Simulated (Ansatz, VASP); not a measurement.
PdS3 in VASP and in Ansatz

```xyz
4
Lattice="4.0096 0.0000 0.0000 0.0000 4.0096 0.0000 0.0000 0.0000 4.0096" Properties=species:S:1:pos:R:3 pbc="T T T"
Pd    0.0000    0.0000    0.0000
S     0.0000    2.0048    2.0048
S     2.0048    0.0000    2.0048
S     2.0048    2.0048    0.0000
```

Alike in both runs: functional PBE; k mesh 4 × 4 × 4; occupations gaussian, width 0.1 eV; no spin polarisation.

Ansatz relaxed the structure, and its values are those at the end. VASP's run is a single point on that final structure, the one shown.

|  | VASP | Ansatz |
| --- | --- | --- |
| version | VASP 6.6.1 | Ansatz 0.2.0 |
| potentials or method | VASP PAW PBE potentials, release 64 (Pd, S), cutoff 520 eV | scalar-relativistic, plane waves, PAW |
| valence electrons in the cell | 28 | 36 |

Ansatz gave:

```
gap on the k mesh at the Fermi level (eV) : none
pressure (GPa)                            : 0.2
```

Question: What did VASP give for the same quantities?

Answer: gap on the k mesh at the Fermi level (eV): none; pressure (GPa): 0.0.

A gap of «none» marks a metal or a gap that the smearing closes. The functional is the same, so the differences come from potentials, cutoffs and numerics. VASP's potentials hold 28 valence electrons a cell and Ansatz's 36, so a difference there can come from the potentials and not from the codes.

The k mesh is coarse, so the values compare programs but aren't converged.
